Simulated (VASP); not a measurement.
# Si (P6_3/mmc) in VASP: notebook

The runs below take Si through single point, with PBEsol.

All numbers are computed with VASP 6.6.1; they aren't measurements. Logs are shortened: lines on timing, memory, paths and dates and some standing lists are left out, and cuts for length are marked.

## Step 1: The cell of the first run

It takes space group P6_3/mmc (No. 194, hexagonal). The conventional cell has a = 3.699 Å, b = 3.699 Å, c = 6.114 Å, α = 90.00°, β = 90.00°, γ = 120.00°. Within 3.0 Å of Si (site symmetry 3m) lie 4 Si at 2.27 to 2.29 Å.

## Step 2: Single point, PBEsol

INCAR reads:

```
SYSTEM = Si
PREC = Accurate ; ENCUT = 520
EDIFF = 1E-7 ; ISMEAR = -1
SIGMA = 0.1 ; LREAL = .FALSE.
LASPH = .TRUE. ; NELM = 80
ALGO = Normal ; ISIF = 2
LWAVE = .FALSE. ; LCHARG = .TRUE.
GGA = PS ; LELF = .TRUE.
LVHAR = .TRUE. ; NBANDS = 16
```

KPOINTS reads:

```
Automatic mesh
0
G
  7 7 4
  0 0 0
```

POSCAR reads:

```
Si
1.0
    3.6990958926      0.0000000000      0.0000000000
   -1.8495484290      3.2035111569      0.0000000000
    0.0000000000      0.0000000000      6.1140793177
Si
4
Direct
    0.3333333333      0.6666666667      0.0630090000
    0.6666666667      0.3333333333      0.5630100000
    0.3333333333      0.6666666667      0.4369910000
    0.6666666667      0.3333333333      0.9369900000
```

Potentials or basis: VASP PAW PBE potentials, release 64 (Si).

Command:

```
$ cat potpaw_PBE.64/Si/POTCAR > POTCAR
$ mpirun -np 1 vasp_std > vasp.out
```

OUTCAR:

```text
SYSTEM = Si
   PREC = Accurate
   ENCUT = 520
   EDIFF = 1E-7
   ISMEAR = -1
   LREAL = .FALSE.
   LASPH = .TRUE.
   NELM = 80
   ISIF = 2
   GGA = PS

 ion  position               nearest neighbor table
   1  0.333  0.667  0.063-   4 2.27   4 2.27   4 2.27   3 2.29
   2  0.667  0.333  0.563-   3 2.27   3 2.27   3 2.27   4 2.29
   3  0.333  0.667  0.437-   2 2.27   2 2.27   2 2.27   1 2.29
   4  0.667  0.333  0.937-   1 2.27   1 2.27   1 2.27   2 2.29

  LATTYP: Found a hexagonal cell.
 ALAT       =     3.6990958926
 C/A-ratio  =     1.6528577510

  Lattice vectors:

 A1 = (   3.6990958926,   0.0000000000,   0.0000000000)
 A2 = (  -1.8495484290,   3.2035111569,   0.0000000000)
 A3 = (   0.0000000000,   0.0000000000,   6.1140793177)

Analysis of symmetry for initial positions (statically):
=====================================================================
 Subroutine PRICEL returns:
 Original cell was already a primitive cell.

 Routine SETGRP: Setting up the symmetry group for a
 hexagonal supercell.

 Subroutine GETGRP returns: Found 24 space group operations
 (whereof 12 operations were pure point group operations)
 out of a pool of 24 trial point group operations.

The static configuration has the point symmetry D_3d.
 The point group associated with its full space group is D_6h.

Analysis of symmetry for dynamics (positions and initial velocities):
=====================================================================
 Subroutine PRICEL returns:
 Original cell was already a primitive cell.

 Routine SETGRP: Setting up the symmetry group for a
 hexagonal supercell.

 Subroutine GETGRP returns: Found 24 space group operations
 (whereof 12 operations were pure point group operations)
 out of a pool of 24 trial point group operations.

The dynamic configuration has the point symmetry D_3d.
 The point group associated with its full space group is D_6h.

 Subroutine INISYM returns: Found 24 space group operations
 (whereof 12 operations are pure point group operations),
 and found     1 'primitive' translations

----------------------------------------------------------------------------------------

                                     Primitive cell

  volume of cell :      72.4524

  direct lattice vectors                    reciprocal lattice vectors
     3.699095893  0.000000000  0.000000000     0.270336328  0.156078785  0.000000000
    -1.849548429  3.203511157  0.000000000     0.000000000  0.312157489  0.000000000
     0.000000000  0.000000000  6.114079318     0.000000000  0.000000000  0.163556923

  length of vectors
[... 88 lines left out ...]
   NSW    =      0    number of steps for IOM
   IBRION =     -1    ionic relax: 0-MD 1-quasi-New 2-CG
   NFREE  =      0    steps in history (QN), initial steepest desc. (CG)
   ISIF   =      2    stress and relaxation
   ISYM   =      2    0-nonsym 1-usesym 2-fastsym
   POTIM  = 0.5000    time-step for ionic-motion
   TEBEG  =    0.0;   TEEND  =   0.0 temperature during run
   PSTRESS=    0.0 pullay stress
   NELECT =      16.0000    total number of electrons
   NUPDOWN=      -1.0000    fix difference up-down
   EMIN   =  10.00;   EMAX   =-10.00  energy-range for DOS
   EFERMI =   0.00;   METHOD = LEGACY
   ISMEAR =    -1;   SIGMA  =   0.10  broadening in eV -4-tet -1-fermi 0-gaus
   EFERMI_NEDOS =   21; number of points for ismear=-14 and -15
   IALGO  =     38    algorithm
   IMIX   =      4    mixing-type and parameters
     AMIX     =   0.40;   BMIX     =  1.00
     AMIX_MAG =   1.60;   BMIX_MAG =  1.00
  volume/ion in A,a.u.               =      18.11       122.23
  Fermi-wavevector in a.u.,A,eV,Ry     =   0.989534  1.869947 13.322507  0.979177
  Thomas-Fermi vector in A             =   2.121139
   LORBIT       =      0    0 simple, 1 ext, 2 COOP (PROOUT), +10 PAW based schemes
   GGA     = PS    functional components
   LHFCALC =     F    Hartree Fock is set to
   AEXX    =    0.0000 exact exchange contribution
   IVDW    =     0    specifies the selected vdW correction
   LEPSILON=     F    determine dielectric tensor
   LRPA    =     F    only Hartree local field effects (RPA)
 non-spin polarized calculation
  energy-cutoff  :      520.00
  volume of cell :       72.45
 maximum number of plane-waves:      1967
 NGX is ok and might be reduce to    28
   NGX = 13   NGY = 13   NGZ = 23

 number of electron      16.0000001 magnetization

 Free energy of the ion-electron system (eV)
  ---------------------------------------------------
  ext. energy  EPLUGINS =         0.00000000
  ---------------------------------------------------
  free energy    TOTEN  =       -22.67746290 eV

  energy without entropy =      -22.67001115  energy(sigma->0) =      -22.67373703

 E-fermi :   7.1262     XC(G=0):  -9.9385

 val. band max:        6.7746594672   @ k =   0.0000   0.0000   0.2500
 cond. band min:       7.1649036947   @ k =   0.0000   0.0000   0.0000
 fundamental gap:      0.3902442275
 Fermi energy:         7.1262467570

 k-point     1 :       0.0000    0.0000    0.0000
  band No.  band energies     occupation
      1      -5.8791      2.00000
      2      -3.3019      2.00000
      3      -0.6980      2.00000
      4       5.4651      2.00000
      5       5.4651      2.00000
      6       6.7404      1.95869
[... 433 lines left out ...]
      3      -0.4201      2.00000
      4      -0.4200      2.00000
      5       2.2957      2.00000
      6       2.2958      2.00000
[... 8 lines left out ...]
     15      13.1457      0.00000
     16      13.1458      0.00000

------------------------ aborting loop because EDIFF is reached ----------------------------------------

  FORCE on cell =-STRESS in cart. coord.  units (eV):
  Direction    XX          YY          ZZ          XY          YZ          ZX
  --------------------------------------------------------------------------------------
  -------------------------------------------------------------------------------------
  Total        5.3439896      5.3439900      5.3088108     -0.0000008      0.0000000      0.0000000
  in kB      118.1743670    118.1743775    117.3964405     -0.0000178      0.0000000      0.0000000
  external PRESSURE =     117.9150617 kB  Pullay stress =       0.0000000 kB

 VOLUME and BASIS-vectors are now :
 -----------------------------------------------------------------------------
  energy-cutoff  :      520.00
  volume of cell :       72.45
      direct lattice vectors                 reciprocal lattice vectors
     3.699095893  0.000000000  0.000000000     0.270336328  0.156078785  0.000000000
    -1.849548429  3.203511157  0.000000000     0.000000000  0.312157489  0.000000000
     0.000000000  0.000000000  6.114079318     0.000000000  0.000000000  0.163556923

 POSITION                                       TOTAL-FORCE (eV/Angst)
 -----------------------------------------------------------------------------------
     -0.00000      2.13567      0.38524         0.000000      0.000000      0.046882
      1.84955      1.06784      3.44229         0.000000      0.000000      0.046882
     -0.00000      2.13567      2.67180         0.000000     -0.000000     -0.046882
      1.84955      1.06784      5.72883        -0.000000     -0.000000     -0.046882
 -----------------------------------------------------------------------------------
    total drift:                               -0.000000      0.000000     -0.000281

  FREE ENERGIE OF THE ION-ELECTRON SYSTEM (eV)
  ---------------------------------------------------
  free  energy   TOTEN  =       -22.6774628997 eV

  energy  without entropy=      -22.6700111525  energy(sigma->0) =      -22.67373703
```

OSZICAR:

```text
N       E                     dE             d eps       ncg     rms          rms(c)
DAV:   1     0.254187261432E+02    0.25419E+02   -0.60596E+03   768   0.830E+02
DAV:   2    -0.214633977510E+02   -0.46882E+02   -0.42859E+02  1072   0.126E+02
DAV:   3    -0.232427408088E+02   -0.17793E+01   -0.17667E+01  1032   0.223E+01
DAV:   4    -0.232614128091E+02   -0.18672E-01   -0.18669E-01   960   0.295E+00
DAV:   5    -0.232616929492E+02   -0.28014E-03   -0.28013E-03  1040   0.339E-01    0.800E+00
DAV:   6    -0.228500059067E+02    0.41169E+00   -0.16234E-01   920   0.194E+00    0.483E+00
DAV:   7    -0.226770308507E+02    0.17298E+00   -0.29701E-01   920   0.269E+00    0.355E-01
DAV:   8    -0.226773278888E+02   -0.29704E-03   -0.23738E-02   936   0.806E-01    0.116E-01
DAV:   9    -0.226774163628E+02   -0.88474E-04   -0.60052E-04  1000   0.141E-01    0.884E-02
DAV:  10    -0.226774650678E+02   -0.48705E-04   -0.11612E-04   936   0.550E-02    0.292E-02
DAV:  11    -0.226774625078E+02    0.25600E-05   -0.50315E-06  1024   0.122E-02    0.889E-03
DAV:  12    -0.226774628926E+02   -0.38479E-06   -0.53074E-07   896   0.402E-03    0.415E-03
DAV:  13    -0.226774628997E+02   -0.70895E-08   -0.20724E-07   888   0.251E-03
   1 F= -.22677463E+02 E0= -.22673737E+02  d E =-.745175E-02
```

Wall time 33 s (1 thread of Intel Xeon Platinum 8259CL at 2.50GHz (Skylake/Cascade Lake), shared host); peak memory 0.17 GiB.

Results:

| Quantity | Value |
| --- | --- |
| Free energy | -22.6775 eV |
| Pressure | 11.8 GPa |
| Largest force | 0.047 eV/Å |

Forces on the atoms (eV/Å):
```
Si   0.000  0.000  0.047
Si   0.000  0.000  0.047
Si   0.000  0.000 -0.047
Si   0.000  0.000 -0.047
```

Caveat: the PAW data sets were made with another functional, which shifts forces and pressure a little.

## Step 3: Single point, PBEsol

This run uses another cell than the first one, of 18.62 Å³/atom, 1.028 times its volume.

INCAR reads:

```
SYSTEM = Si
  PREC = Accurate
  ENCUT = 520
  EDIFF = 1E-6
  ISMEAR = -1
  SIGMA = 0.1
  LREAL = .FALSE.
  LASPH = .TRUE.
  NELM = 100
  ALGO = Normal
  ISIF = 2
  LWAVE = .FALSE.
  LCHARG = .FALSE.
  GGA = PS
  NBANDS = 16
```

KPOINTS is that of step 2.

POSCAR reads:

```
Si
1.0
    3.7330344479      0.0000000000      0.0000000000
   -1.8665177111      3.2329028093      0.0000000000
    0.0000000000      0.0000000000      6.1701749219
Si
4
Direct
    0.3333333333      0.6666666667      0.0630090000
    0.6666666667      0.3333333333      0.5630100000
    0.3333333333      0.6666666667      0.4369910000
    0.6666666667      0.3333333333      0.9369900000
```

Potentials or basis: VASP PAW PBE potentials, release 64 (Si).

Command:

```
$ cat potpaw_PBE.64/Si/POTCAR > POTCAR
$ mpirun -np 1 vasp_std > vasp.out
```

It took 29 s on 1 thread of Intel Xeon Platinum 8259CL at 2.50GHz (Skylake/Cascade Lake), shared host; peak memory 0.18 GiB.

The run converged. Its results:

```
Free energy            : -22.8023 eV
Pressure               : 8.1 GPa
Largest force          : 0.031 eV/Å
Band gap on the k mesh : 0.19 eV, indirect (least direct gap 1.15 eV)
```

Forces on the atoms (eV/Å):
```
Si   0.000  0.000  0.031
Si   0.000  0.000  0.031
Si   0.000  0.000 -0.031
Si   0.000  0.000 -0.031
```

Stress tensor (GPa, compression positive):
```
8.18 0.00 0.00
0.00 8.18 0.00
0.00 0.00 8.09
```

Levels at points of the mesh, in eV from the valence-band top:
| k point | band 4 | band 5 | band 6 | band 7 | band 8 | band 9 | band 10 | band 11 | band 12 | band 13 |
| --- | --- | --- | --- | --- | --- | --- | --- | --- | --- | --- |
| (0.00, 0.00, 0.00) | -1.65 | -1.65 | -0.41 | 0.00 | 0.00 | 1.15 | 1.88 | 1.88 | 2.36 | 4.18 |
| (0.00, 0.00, 0.50) | -4.47 | -1.02 | -1.02 | -1.02 | -1.02 | 1.94 | 1.94 | 2.90 | 2.90 | 2.90 |

Caveat: the PAW data sets were made with another functional, which shifts forces and pressure a little. A k mesh can miss the band edges.

## Step 4: Single point, PBEsol

This run uses another cell than the first one, of 19.12 Å³/atom, 1.056 times its volume.

INCAR reads:

```
SYSTEM = Si
PREC = Accurate ; ENCUT = 520
EDIFF = 1E-7 ; ISMEAR = -1
SIGMA = 0.1 ; LREAL = .FALSE.
LASPH = .TRUE. ; NELM = 100
ALGO = Normal ; ISIF = 2
LWAVE = .FALSE. ; LCHARG = .FALSE.
GGA = PS ; NBANDS = 16
```

KPOINTS is that of step 3.

POSCAR reads:

```
Si
1.0
    3.7663668763      0.0000000000      0.0000000000
   -1.8831839297      3.2617695404      0.0000000000
    0.0000000000      0.0000000000      6.2252686846
Si
4
Direct
    0.3333333333      0.6666666667      0.0630090000
    0.6666666667      0.3333333333      0.5630100000
    0.3333333333      0.6666666667      0.4369910000
    0.6666666667      0.3333333333      0.9369900000
```

Command:

```
$ cat potpaw_PBE.64/Si/POTCAR > POTCAR
$ mpirun -np 1 vasp_std > vasp.out
```

Run time: 32 s. Hardware: 1 thread of Intel Xeon Platinum 8259CL at 2.50GHz (Skylake/Cascade Lake), shared host; peak memory 0.18 GiB.

It converged, with:

- Free energy: -22.8841 eV
- Pressure: 4.9 GPa
- Largest force: 0.017 eV/Å
- Band gap on the k mesh: 0.25 eV, indirect (least direct gap 1.08 eV)

Forces on the atoms (eV/Å):
```
Si   0.000  0.000  0.017
Si   0.000  0.000  0.017
Si   0.000  0.000 -0.017
Si   0.000  0.000 -0.017
```

Stress tensor (GPa, compression positive):
```
4.98 0.00 0.00
0.00 4.98 0.00
0.00 0.00 4.88
```

Levels at points of the mesh, in eV from the valence-band top:
| k point | band 5 | band 6 | band 7 | band 8 | band 9 | band 10 | band 11 | band 12 |
| --- | --- | --- | --- | --- | --- | --- | --- | --- |
| (0.00, 0.00, 0.00) | -1.61 | -0.39 | 0.00 | 0.00 | 1.08 | 1.91 | 1.91 | 2.34 |
| (0.00, 0.00, 0.50) | -0.99 | -0.99 | -0.99 | -0.99 | 1.87 | 1.87 | 2.91 | 2.91 |

Caveat: the PAW data sets were made with another functional, which shifts forces and pressure a little.

## Step 5: Single point, PBEsol

This run uses another cell than the first one, of 19.62 Å³/atom, 1.083 times its volume.

INCAR reads:

```
SYSTEM = Si
ALGO     = Normal         ! electronic algorithm
EDIFF    = 1E-6           ! SCF threshold, eV
ENCUT    = 520            ! plane-wave cutoff, eV
GGA      = PS             ! functional
ISIF     = 2              ! what is computed and relaxed
ISMEAR   = -1             ! smearing method
LASPH    = .True.         ! aspherical terms in the spheres
LCHARG   = .False.        ! write CHGCAR
LREAL    = .False.        ! projectors in reciprocal space
LWAVE    = .False.        ! write WAVECAR
NBANDS   = 16             ! bands
NELM     = 80             ! most SCF steps
PREC     = Accurate       ! precision mode
SIGMA    = 0.1            ! smearing width, eV
```

KPOINTS reads:

```
k-points
0
Gamma
  7 7 4
  0 0 0
```

POSCAR reads:

```
Si
1.0
    3.7991195366      0.0000000000      0.0000000000
   -1.8995602641      3.2901341775      0.0000000000
    0.0000000000      0.0000000000      6.2794041730
Si
4
Direct
    0.3333333333      0.6666666667      0.0630090000
    0.6666666667      0.3333333333      0.5630100000
    0.3333333333      0.6666666667      0.4369910000
    0.6666666667      0.3333333333      0.9369900000
```

Command:

```
$ cat potpaw_PBE.64/Si/POTCAR > POTCAR
$ mpirun -np 1 vasp_std > vasp.out
```

It took 28 s on 1 thread of Intel Xeon Platinum 8259CL at 2.50GHz (Skylake/Cascade Lake), shared host; peak memory 0.18 GiB.

The run converged. Its results:

```
Free energy            : -22.9283 eV
Pressure               : 2.1 GPa
Largest force          : 0.005 eV/Å
Band gap on the k mesh : 0.31 eV, indirect (least direct gap 1.02 eV)
```

Forces in eV/Å, atoms in the order of the input:
```
Si   0.000  0.000  0.005
Si   0.000  0.000  0.005
Si   0.000  0.000 -0.005
Si   0.000  0.000 -0.005
```

Stress tensor (GPa, compression positive):
```
2.17 0.00 0.00
0.00 2.17 0.00
0.00 0.00 2.06
```

Levels at points of the mesh, in eV from the valence-band top:
| k point | band 4 | band 5 | band 6 | band 7 | band 8 | band 9 | band 10 | band 11 | band 12 | band 13 |
| --- | --- | --- | --- | --- | --- | --- | --- | --- | --- | --- |
| (0.00, 0.00, 0.00) | -1.57 | -1.57 | -0.37 | 0.00 | 0.00 | 1.02 | 1.93 | 1.93 | 2.32 | 3.75 |
| (0.00, 0.00, 0.50) | -4.33 | -0.96 | -0.96 | -0.96 | -0.96 | 1.80 | 1.80 | 2.92 | 2.92 | 2.92 |

Caveat: the PAW data sets were made with another functional, which shifts forces and pressure a little.

## Step 6: Single point, PBEsol

This run uses another cell than the first one, of 20.13 Å³/atom, 1.111 times its volume.

INCAR reads:

```
SYSTEM = Si
ALGO = Normal
EDIFF = 1E-7
ENCUT = 520
GGA = PS
ISIF = 2
ISMEAR = -1
LASPH = .TRUE.
LCHARG = .FALSE.
LREAL = .FALSE.
LWAVE = .FALSE.
NBANDS = 16
NELM = 80
PREC = Accurate
SIGMA = 0.1
```

KPOINTS reads:

```
k-points
0
G
  7 7 4
  0 0 0
```

POSCAR reads:

```
Si
1.0
    3.8313170000      0.0000000000      0.0000000000
   -1.9156590000      3.3180180000      0.0000000000
    0.0000000000      0.0000000000      6.3326220000
Si
4
Direct
    0.3333333333      0.6666666667      0.0630090000
    0.6666666667      0.3333333333      0.5630100000
    0.3333333333      0.6666666667      0.4369910000
    0.6666666667      0.3333333333      0.9369900000
```

Potentials or basis: VASP PAW PBE potentials, release 64 (Si).

Command:

```
$ cat potpaw_PBE.64/Si/POTCAR > POTCAR
$ mpirun -np 1 vasp_std > vasp.out
```

Run time: 30 s. Hardware: 1 thread of Intel Xeon Platinum 8259CL at 2.50GHz (Skylake/Cascade Lake), shared host; peak memory 0.18 GiB.

The run converged. Its results:

```yaml
Free_energy: -22.9394 eV
Pressure: -0.3 GPa
Largest_force: 0.006 eV/Å
Band_gap_on_the_k_mesh: 0.36 eV, indirect (least direct gap 0.95 eV)
```

Forces on the atoms (eV/Å):
```
Si   0.000  0.000 -0.006
Si   0.000  0.000 -0.006
Si   0.000  0.000  0.006
Si   0.000  0.000  0.006
```

Stress tensor (GPa, compression positive):
```
-0.29  0.00  0.00
 0.00 -0.29  0.00
 0.00  0.00 -0.42
```

Levels at points of the mesh, in eV from the valence-band top:
| k point | band 5 | band 6 | band 7 | band 8 | band 9 | band 10 | band 11 | band 12 |
| --- | --- | --- | --- | --- | --- | --- | --- | --- |
| (0.00, 0.00, 0.00) | -1.53 | -0.36 | 0.00 | 0.00 | 0.95 | 1.95 | 1.95 | 2.29 |
| (0.00, 0.00, 0.50) | -0.94 | -0.94 | -0.94 | -0.94 | 1.73 | 1.73 | 2.92 | 2.92 |

Caveat: the PAW data sets were made with another functional, which shifts forces and pressure a little. A k mesh can miss the band edges.

## Step 7: Summary

| cell | gap on the mesh (eV) | pressure (GPa) | largest force (eV/Å) |
| --- | --- | --- | --- |
| a = 3.699, b = 3.699, c = 6.114 Å, angles 90.0, 90.0, 120.0°, 4 atoms | - | 11.8 | 0.05 |
| a = 3.733, b = 3.733, c = 6.170 Å, angles 90.0, 90.0, 120.0°, 4 atoms | 0.19 | 8.1 | 0.03 |
| a = 3.766, b = 3.766, c = 6.225 Å, angles 90.0, 90.0, 120.0°, 4 atoms | 0.25 | 4.9 | 0.02 |
| a = 3.799, b = 3.799, c = 6.279 Å, angles 90.0, 90.0, 120.0°, 4 atoms | 0.31 | 2.1 | 0.01 |
| a = 3.831, b = 3.831, c = 6.333 Å, angles 90.0, 90.0, 120.0°, 4 atoms | 0.36 | -0.3 | 0.01 |

Alike in all rows: task single point; level PBEsol; potentials or basis VASP PAW PBE potentials, release 64 (Si); no spin polarisation; k mesh 7 × 7 × 4; cutoff (eV) 520; smearing fermi-dirac 0.1 eV.

Caveats: the PAW data sets were made with another functional, which shifts forces and pressure a little.

Absolute energies hang on the potentials; compare differences alone.
